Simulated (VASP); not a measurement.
# Te2Mo in VASP: a series of runs

The runs below take Te2Mo through single point, with LDA.

All numbers are computed with VASP 6.6.1; they aren't measurements. Logs are shortened: lines on timing, memory, paths and dates and some standing lists are left out, and cuts for length are marked.

## 1. The cell of the first run

The cell holds a slab with vacuum, 3 atoms: a = 3.519 Å, b = 3.519 Å, c = 17.362 Å, α = 90.00°, β = 90.00°, γ = 120.00°.

## 2. Single point, LDA (biaxial strain in the a-b plane: +1.5 %)

INCAR reads:

```
  ALGO = Normal
  EDIFF = 1E-7
  ENCUT = 520
  GGA = CA
  ISIF = 2
  ISMEAR = 0
  LASPH = T
  LCHARG = F
  LREAL = F
  LWAVE = F
  NBANDS = 20
  NELM = 60
  PREC = Accurate
  SIGMA = 0.02
```

KPOINTS reads:

```
k-points
0
Gamma
  12 12 2
```

POSCAR reads:

```
Te2Mo
1.0
    3.5185462411      0.0000000000      0.0000000000
   -1.7592731206      3.0471504292      0.0000000000
    0.0000000000      0.0000000000     17.3621330254
Te Mo
2 1
Direct
    0.3333333333      0.6666666667      0.8975342416
    0.3333333333      0.6666666667      0.1024657584
    0.0000000000      0.0000000000      0.0000000000
```

Potentials or basis: VASP PAW LDA potentials, release 64 (Te, Mo_sv).

Command:

```sh
cat potpaw_LDA.64/Te/POTCAR potpaw_LDA.64/Mo_sv/POTCAR > POTCAR
mpirun -np 1 vasp_std > vasp.out
```

OUTCAR:

```text
EDIFF = 1E-7
   ENCUT = 520
   GGA = CA
   ISIF = 2
   ISMEAR = 0
   LASPH = T
   LREAL = F
   NELM = 60
   PREC = Accurate

 ion  position               nearest neighbor table
   1  0.333  0.667  0.898-   3 2.70   3 2.70   3 2.70   2 3.56
   2  0.333  0.667  0.102-   3 2.70   3 2.70   3 2.70   1 3.56
   3  0.000  0.000  0.000-   1 2.70   2 2.70   1 2.70   2 2.70   1 2.70   2 2.70

  LATTYP: Found a hexagonal cell.
 ALAT       =     3.5185462411
 C/A-ratio  =     4.9344620862

  Lattice vectors:

 A1 = (   3.5185462411,   0.0000000000,   0.0000000000)
 A2 = (  -1.7592731206,   3.0471504292,   0.0000000000)
 A3 = (   0.0000000000,   0.0000000000,  17.3621330254)

Analysis of symmetry for initial positions (statically):
=====================================================================
 Subroutine PRICEL returns:
 Original cell was already a primitive cell.

 Routine SETGRP: Setting up the symmetry group for a
 hexagonal supercell.

 Subroutine GETGRP returns: Found 12 space group operations
 (whereof 12 operations were pure point group operations)
 out of a pool of 24 trial point group operations.

The static configuration has the point symmetry D_3h.

Analysis of symmetry for dynamics (positions and initial velocities):
=====================================================================
 Subroutine PRICEL returns:
 Original cell was already a primitive cell.

 Routine SETGRP: Setting up the symmetry group for a
 hexagonal supercell.

 Subroutine GETGRP returns: Found 12 space group operations
 (whereof 12 operations were pure point group operations)
 out of a pool of 24 trial point group operations.

The dynamic configuration has the point symmetry D_3h.

 Subroutine INISYM returns: Found 12 space group operations
 (whereof 12 operations are pure point group operations),
 and found     1 'primitive' translations

----------------------------------------------------------------------------------------

                                     Primitive cell

  volume of cell :     186.1488

  direct lattice vectors                    reciprocal lattice vectors
     3.518546241  0.000000000  0.000000000     0.284208287  0.164087731  0.000000000
    -1.759273121  3.047150429  0.000000000     0.000000000  0.328175462  0.000000000
     0.000000000  0.000000000 17.362133025     0.000000000  0.000000000  0.057596610

  length of vectors
     3.518546241  3.518546241 17.362133025     0.328175462  0.328175462  0.057596610

  position of ions in fractional coordinates (direct lattice)
     0.333333333  0.666666667  0.897534242
     0.333333333  0.666666667  0.102465758
     0.000000000  0.000000000  0.000000000

  ion indices of the primitive-cell ions
   primitive index   ion index
                 1           1
                 2           2
                 3           3

----------------------------------------------------------------------------------------

 KPOINTS: k-points

Automatic generation of k-mesh.
 Grid dimensions read from file:
 generate k-points for:   12   12    2

 Generating k-lattice:

  Cartesian coordinates                     Fractional coordinates (reciprocal lattice)
     0.023684024  0.013673978  0.000000000     0.083333333 -0.000000000  0.000000000
     0.000000000  0.027347955  0.000000000     0.000000000  0.083333333  0.000000000
     0.000000000  0.000000000  0.028798305     0.000000000  0.000000000  0.500000000

  Length of vectors
     0.027347955  0.027347955  0.028798305

  Shift w.r.t. Gamma in fractional coordinates (k-lattice)
     0.000000000  0.000000000  0.000000000

 Subroutine IBZKPT returns following result:
 ===========================================

 Found     38 irreducible k-points:

 Following reciprocal coordinates:
            Coordinates               Weight
  0.000000  0.000000  0.000000      1.000000
  0.083333  0.000000  0.000000      6.000000
  0.166667 -0.000000  0.000000      6.000000
  0.250000  0.000000  0.000000      6.000000
  0.333333 -0.000000  0.000000      6.000000
  0.416667  0.000000  0.000000      6.000000
[... 16 lines left out ...]
  0.250000  0.000000  0.500000      6.000000
  0.333333 -0.000000  0.500000      6.000000
 [... further k-points ...]
   k-points           NKPTS =     38   k-points in BZ     NKDIM =     38   number of bands    NBANDS=     20
   number of dos      NEDOS =    301   number of ions     NIONS =      3
   total plane-waves  NPLWV = 109760
   dimension x,y,z NGX =    28 NGY =   28 NGZ =  140
   dimension x,y,z NGXF=    56 NGYF=   56 NGZF=  280
   ions per type =               2   1
   NGX,Y,Z   is equivalent  to a cutoff of  13.23, 13.23, 13.41 a.u.
   NGXF,Y,Z  is equivalent  to a cutoff of  26.46, 26.46, 26.81 a.u.
 SYSTEM =  unknown system
   PREC   = accura    normal or accurate (medium, high low for compatibility)
   ISTART =      0    job   : 0-new  1-cont  2-samecut
   ICHARG =      2    charge: 1-file 2-atom 10-const
   ISPIN  =      1    spin polarized calculation?
   LNONCOLLINEAR =      F non collinear calculations
   LSORBIT =      F    spin-orbit coupling
   LASPH  =      T    aspherical Exc in radial PAW
   ENCUT  =  520.0 eV  38.22 Ry    6.18 a.u.   6.54  6.54 32.28*2*pi/ulx,y,z
   NELM   =     60;   NELMIN=  2; NELMDL= -5     # of ELM steps
   EDIFF  = 0.1E-06   stopping-criterion for ELM
   LREAL  =      F    real-space projection
   EDIFFG = 0.1E-05   stopping-criterion for IOM
   NSW    =      0    number of steps for IOM
   IBRION =     -1    ionic relax: 0-MD 1-quasi-New 2-CG
   NFREE  =      0    steps in history (QN), initial steepest desc. (CG)
   ISIF   =      2    stress and relaxation
   ISYM   =      2    0-nonsym 1-usesym 2-fastsym
   POTIM  = 0.5000    time-step for ionic-motion
   TEBEG  =    0.0;   TEEND  =   0.0 temperature during run
   PSTRESS=    0.0 pullay stress
   NELECT =      26.0000    total number of electrons
   NUPDOWN=      -1.0000    fix difference up-down
   EMIN   =  10.00;   EMAX   =-10.00  energy-range for DOS
   EFERMI =   0.00;   METHOD = LEGACY
   ISMEAR =     0;   SIGMA  =   0.02  broadening in eV -4-tet -1-fermi 0-gaus
   EFERMI_NEDOS =   21; number of points for ismear=-14 and -15
   IALGO  =     38    algorithm
   IMIX   =      4    mixing-type and parameters
     AMIX     =   0.40;   BMIX     =  1.00
     AMIX_MAG =   1.60;   BMIX_MAG =  1.00
  volume/ion in A,a.u.               =      62.05       418.73
  Fermi-wavevector in a.u.,A,eV,Ry     =   0.849401  1.605134  9.816349  0.721481
  Thomas-Fermi vector in A             =   1.965215
   LORBIT       =      0    0 simple, 1 ext, 2 COOP (PROOUT), +10 PAW based schemes
   GGA     = CA    functional components
   LHFCALC =     F    Hartree Fock is set to
   AEXX    =    0.0000 exact exchange contribution
   IVDW    =     0    specifies the selected vdW correction
   LEPSILON=     F    determine dielectric tensor
   LRPA    =     F    only Hartree local field effects (RPA)
 non-spin polarized calculation
 Gauss-broadening in eV      SIGMA  =   0.02
  energy-cutoff  :      520.00
  volume of cell :      186.15
 maximum number of plane-waves:      5116
 NGX is ok and might be reduce to    28

 number of electron      25.9999999 magnetization

 Free energy of the ion-electron system (eV)
  ---------------------------------------------------
  ext. energy  EPLUGINS =         0.00000000
  ---------------------------------------------------
  free energy    TOTEN  =       -20.45696985 eV

  energy without entropy =      -20.45696985  energy(sigma->0) =      -20.45696985

 E-fermi :   0.1975     XC(G=0):  -4.9125

 val. band max:        0.0275720143   @ k =   0.3333   0.3333   0.0000
 cond. band min:       1.1394692919   @ k =   0.3333   0.3333   0.0000
 fundamental gap:      1.1118972776
 Fermi energy:         0.1974817599

 k-point     1 :       0.0000    0.0000    0.0000
  band No.  band energies     occupation
      1     -60.2229      2.00000
      2     -34.5869      2.00000
      3     -34.4535      2.00000
      4     -34.4535      2.00000
      5     -12.6720      2.00000
      6     -11.6481      2.00000
[... 12 lines left out ...]
     19       4.9206      0.00000
     20       5.8069      0.00000

 k-point     2 :       0.0833    0.0000    0.0000
  band No.  band energies     occupation
      1     -60.2222      2.00000
      2     -34.5849      2.00000
      3     -34.4627      2.00000
      4     -34.4556      2.00000
      5     -12.5741      2.00000
      6     -11.5821      2.00000
[... 12 lines left out ...]
     19       5.0389      0.00000
     20       5.9995      0.00000

 k-point     3 :       0.1667   -0.0000    0.0000
  band No.  band energies     occupation
      1     -60.2203      2.00000
      2     -34.5792      2.00000
      3     -34.4876      2.00000
      4     -34.4614      2.00000
      5     -12.2899      2.00000
      6     -11.3907      2.00000
[... 12 lines left out ...]
     19       5.3757      0.00000
     20       6.3155      0.00000

 k-point     4 :       0.2500    0.0000    0.0000
  band No.  band energies     occupation
      1     -60.2178      2.00000
      2     -34.5714      2.00000
      3     -34.5216      2.00000
      4     -34.4692      2.00000
      5     -11.8512      2.00000
      6     -11.0974      2.00000
[... 12 lines left out ...]
     19       5.8800      0.00000
     20       6.6680      0.00000

 k-point     5 :       0.3333   -0.0000    0.0000
  band No.  band energies     occupation
      1     -60.2152      2.00000
      2     -34.5637      2.00000
      3     -34.5552      2.00000
      4     -34.4771      2.00000
      5     -11.3256      2.00000
      6     -10.7531      2.00000
[... 12 lines left out ...]
     19       6.0266      0.00000
     20       6.2265      0.00000
[... 353 lines left out ...]
      6     -11.5821      2.00000
[... 12 lines left out ...]
     19       4.8267      0.00000
     20       6.3435      0.00000

 k-point    22 :       0.1667   -0.0000    0.5000
  band No.  band energies     occupation
      1     -60.2203      2.00000
      2     -34.5792      2.00000
      3     -34.4876      2.00000
      4     -34.4614      2.00000
      5     -12.2899      2.00000
      6     -11.3907      2.00000
[... 12 lines left out ...]
     19       5.1661      0.00000
     20       6.6635      0.00000

 k-point    23 :       0.2500    0.0000    0.5000
  band No.  band energies     occupation
      1     -60.2178      2.00000
      2     -34.5714      2.00000
      3     -34.5216      2.00000
      4     -34.4692      2.00000
      5     -11.8512      2.00000
      6     -11.0974      2.00000
[... 12 lines left out ...]
     19       5.6946      0.00000
     20       7.0216      0.00000

 k-point    24 :       0.3333   -0.0000    0.5000
  band No.  band energies     occupation
      1     -60.2152      2.00000
      2     -34.5637      2.00000
      3     -34.5552      2.00000
      4     -34.4771      2.00000
      5     -11.3256      2.00000
      6     -10.7532      2.00000
[... 12 lines left out ...]
     19       6.0585      0.00000
     20       6.1769      0.00000

 [... further k-points ...]
[... 5 lines left out ...]
  --------------------------------------------------------------------------------------
  -------------------------------------------------------------------------------------
  Total       -1.0679855     -1.0679855     -0.0209401      0.0000000      0.0000000      0.0000000
  in kB       -9.1921203     -9.1921203     -0.1802310      0.0000000      0.0000000      0.0000000
  external PRESSURE =      -6.1881572 kB  Pullay stress =       0.0000000 kB

 VOLUME and BASIS-vectors are now :
 -----------------------------------------------------------------------------
  energy-cutoff  :      520.00
  volume of cell :      186.15
      direct lattice vectors                 reciprocal lattice vectors
     3.518546241  0.000000000  0.000000000     0.284208287  0.164087731  0.000000000
    -1.759273121  3.047150429  0.000000000     0.000000000  0.328175462  0.000000000
     0.000000000  0.000000000 17.362133025     0.000000000  0.000000000  0.057596610

 POSITION                                       TOTAL-FORCE (eV/Angst)
 -----------------------------------------------------------------------------------
     -0.00000      2.03143     15.58311         0.000000      0.000000      0.002691
     -0.00000      2.03143      1.77902        -0.000000      0.000000     -0.002691
      0.00000      0.00000      0.00000         0.000000     -0.000000      0.000000
 -----------------------------------------------------------------------------------
    total drift:                                0.000000     -0.000000     -0.000000

  FREE ENERGIE OF THE ION-ELECTRON SYSTEM (eV)
  ---------------------------------------------------
  free  energy   TOTEN  =       -20.4569698513 eV

  energy  without entropy=      -20.4569698513  energy(sigma->0) =      -20.45696985
```

Wall time 3.2 min (1 thread of Intel Xeon Platinum 8259CL at 2.50GHz (Skylake/Cascade Lake), shared host); peak memory 0.33 GiB.

Results:

* Free energy: -20.4570 eV
* Band gap on the k mesh: 1.11 eV, direct

Forces on the atoms (eV/Å):
```
Te   0.000  0.000  0.003
Te   0.000  0.000 -0.003
Mo   0.000  0.000  0.000
```

Caveat: the cell differs from its parent crystal (biaxial strain in the a-b plane: +1.5 %); spin-orbit coupling is left out, which moves the levels of the heavy elements.

## 3. Single point, LDA

INCAR reads:

```
PREC     = Accurate       # precision mode
ENCUT    = 520            # plane-wave cutoff, eV
EDIFF    = 1E-6           # SCF threshold, eV
ISMEAR   = 0              # smearing method
SIGMA    = 0.02           # smearing width, eV
LREAL    = False          # projectors in reciprocal space
LASPH    = True           # aspherical terms in the spheres
NELM     = 80             # most SCF steps
ALGO     = Normal         # electronic algorithm
ISIF     = 2              # what is computed and relaxed
LWAVE    = False          # write WAVECAR
LCHARG   = True           # write CHGCAR
LELF     = True           # ELF
LVHAR    = True         
NBANDS   = 20             # bands
```

KPOINTS reads:

```
regular mesh
0
Gamma
  12 12 2
```

POSCAR reads:

```
Te2Mo
1.0
    3.5185462411      0.0000000000      0.0000000000
   -1.7592731206      3.0471504292      0.0000000000
    0.0000000000      0.0000000000     17.3606798511
Te Mo
2 1
Direct
    0.3333333333      0.6666666667      0.8977580181
    0.3333333333      0.6666666667      0.1022419819
    0.0000000000      0.0000000000      0.0000000000
```

Potentials or basis: VASP PAW LDA potentials, release 64 (Te, Mo_sv).

Command:

```sh
cat potpaw_LDA.64/Te/POTCAR potpaw_LDA.64/Mo_sv/POTCAR > POTCAR
mpirun -np 1 vasp_std > vasp.out
```

Run time: 3 min. Hardware: 1 thread of Intel Xeon Platinum 8259CL at 2.50GHz (Skylake/Cascade Lake), shared host; peak memory 0.34 GiB.

The run converged. Its results:

```
Free energy            : -20.4568 eV
Largest force          : 0.056 eV/Å
Band gap on the k mesh : 1.11 eV, direct
```

Forces on the atoms (eV/Å):
```
Te   0.000  0.000 -0.056
Te   0.000  0.000  0.056
Mo   0.000  0.000  0.000
```

Levels at points of the mesh, in eV from the valence-band top:
```
           k point  band 10  band 11  band 12  band 13  band 14  band 15  band 16  band 17
(0.00, 0.00, 0.00)    -1.65    -0.90    -0.90    -0.41     3.22     3.22     3.55     3.55
(0.50, 0.00, 0.00)    -2.34    -1.53    -0.70    -0.27     1.47     1.82     3.43     3.89
(0.00, 0.00, 0.50)    -1.65    -0.90    -0.90    -0.41     3.22     3.22     3.55     3.55
(0.50, 0.00, 0.50)    -2.34    -1.53    -0.70    -0.27     1.47     1.82     3.43     3.89
```

Caveat: spin-orbit coupling is left out, which moves the levels of the heavy elements.

## 4. Single point, LDA (biaxial strain in the a-b plane: +3.0 %, then relaxed in part)

INCAR reads:

```
SYSTEM = Te2Mo
PREC = Accurate ; ENCUT = 520
EDIFF = 1E-6 ; ISMEAR = 0
SIGMA = 0.02 ; LREAL = .False.
LASPH = .True. ; NELM = 80
ALGO = Normal ; ISIF = 2
LWAVE = .False. ; LCHARG = .False.
NBANDS = 20
```

KPOINTS reads:

```
regular mesh
0
Gamma
  12 12 2
  0 0 0
```

POSCAR reads:

```
Te2Mo
1.0
    3.5705444614      0.0000000000      0.0000000000
   -1.7852722307      3.0921822089      0.0000000000
    0.0000000000      0.0000000000     17.2034307608
Te Mo
2 1
Direct
    0.3333333333      0.6666666667      0.8979333162
    0.3333333333      0.6666666667      0.1020666838
    0.0000000000      0.0000000000      0.0000000000
```

Command:

```sh
cat potpaw_LDA.64/Te/POTCAR potpaw_LDA.64/Mo_sv/POTCAR > POTCAR
mpirun -np 1 vasp_std > vasp.out
```

Run time: 2.6 min. Hardware: 1 thread of Intel Xeon Platinum 8259CL at 2.50GHz (Skylake/Cascade Lake), shared host; peak memory 0.33 GiB.

Results (log left out):

```
Free energy            : -20.4106 eV
Largest force          : 0.056 eV/Å
Band gap on the k mesh : 0.99 eV, direct
```

Forces in eV/Å, atoms in the order of the input:
```
Te   0.000  0.000 -0.056
Te   0.000  0.000  0.056
Mo   0.000  0.000  0.000
```

Levels at points of the mesh, in eV from the valence-band top:
| k point | band 10 | band 11 | band 12 | band 13 | band 14 | band 15 | band 16 | band 17 |
| --- | --- | --- | --- | --- | --- | --- | --- | --- |
| (0.00, 0.00, 0.00) | -1.44 | -0.95 | -0.95 | -0.24 | 3.10 | 3.10 | 3.43 | 3.43 |
| (0.50, 0.00, 0.00) | -2.34 | -1.39 | -0.64 | -0.38 | 1.37 | 1.74 | 3.42 | 3.85 |
| (0.00, 0.00, 0.50) | -1.44 | -0.95 | -0.95 | -0.24 | 3.10 | 3.10 | 3.43 | 3.43 |
| (0.50, 0.00, 0.50) | -2.34 | -1.39 | -0.64 | -0.38 | 1.37 | 1.74 | 3.42 | 3.85 |

Caveat: the cell differs from its parent crystal (biaxial strain in the a-b plane: +3.0 %, then relaxed in part); spin-orbit coupling is left out, which moves the levels of the heavy elements.

## 5. Single point, LDA (biaxial strain in the a-b plane: +3.0 %)

INCAR reads:

```
PREC = Accurate ; ENCUT = 520
EDIFF = 1E-6 ; ISMEAR = 0
SIGMA = 0.02 ; LREAL = F
LASPH = T ; NELM = 80
ALGO = Normal ; ISIF = 2
LWAVE = F ; LCHARG = F
NBANDS = 20
```

KPOINTS reads:

```
Automatic mesh
0
Gamma
  12 12 2
```

POSCAR reads:

```
Te2Mo
1.0
    3.5705444614      0.0000000000      0.0000000000
   -1.7852722307      3.0921822089      0.0000000000
    0.0000000000      0.0000000000     17.2044547234
Te Mo
2 1
Direct
    0.3333333333      0.6666666667      0.8977580181
    0.3333333333      0.6666666667      0.1022419819
    0.0000000000      0.0000000000      0.0000000000
```

Command:

```sh
cat potpaw_LDA.64/Te/POTCAR potpaw_LDA.64/Mo_sv/POTCAR > POTCAR
mpirun -np 1 vasp_std > vasp.out
```

Wall time 3 min (1 thread of Intel Xeon Platinum 8259CL at 2.50GHz (Skylake/Cascade Lake), shared host); peak memory 0.33 GiB.

The run converged. Its results:

| Quantity | Value |
| --- | --- |
| Free energy | -20.4108 eV |
| Largest force | 0.011 eV/Å |
| Band gap on the k mesh | 0.99 eV, direct |

Forces on the atoms (eV/Å):
```
Te   0.000  0.000 -0.011
Te   0.000  0.000  0.011
Mo   0.000  0.000  0.000
```

Levels at points of the mesh, in eV from the valence-band top:
| k point | band 9 | band 10 | band 11 | band 12 | band 13 | band 14 | band 15 | band 16 | band 17 | band 18 |
| --- | --- | --- | --- | --- | --- | --- | --- | --- | --- | --- |
| (0.00, 0.00, 0.00) | -1.78 | -1.45 | -0.95 | -0.95 | -0.25 | 3.09 | 3.09 | 3.42 | 3.42 | 4.46 |
| (0.50, 0.00, 0.00) | -3.27 | -2.34 | -1.40 | -0.65 | -0.38 | 1.37 | 1.74 | 3.41 | 3.84 | 4.01 |
| (0.00, 0.00, 0.50) | -1.78 | -1.45 | -0.95 | -0.95 | -0.25 | 3.09 | 3.09 | 3.42 | 3.42 | 4.56 |
| (0.50, 0.00, 0.50) | -3.27 | -2.34 | -1.40 | -0.65 | -0.38 | 1.37 | 1.74 | 3.41 | 3.84 | 4.01 |

Caveat: the cell differs from its parent crystal (biaxial strain in the a-b plane: +3.0 %); spin-orbit coupling is left out, which moves the levels of the heavy elements.

## 6. The runs side by side

| cell | gap on the mesh (eV) | largest force (eV/Å) |
| --- | --- | --- |
| a = 3.519, b = 3.519, c = 17.362 Å, angles 90.0, 90.0, 120.0°, 3 atoms | 1.11 | - |
| a = 3.519, b = 3.519, c = 17.361 Å, angles 90.0, 90.0, 120.0°, 3 atoms | 1.11 | 0.06 |
| a = 3.571, b = 3.571, c = 17.203 Å, angles 90.0, 90.0, 120.0°, 3 atoms | 0.99 | 0.06 |
| a = 3.571, b = 3.571, c = 17.204 Å, angles 90.0, 90.0, 120.0°, 3 atoms | 0.99 | 0.01 |

Some of these runs hold the atoms at other places in the same cell, which the table doesn't show; runs alike in all that it shows share one row.

Alike in all rows: task single point; level LDA; potentials or basis VASP PAW LDA potentials, release 64 (Te, Mo_sv); no spin polarisation; k mesh 12 × 12 × 2; cutoff (eV) 520; smearing gaussian 0.02 eV.

Caveats: spin-orbit coupling is left out, which moves the levels of the heavy elements.

Absolute energies hang on the potentials; compare differences alone.
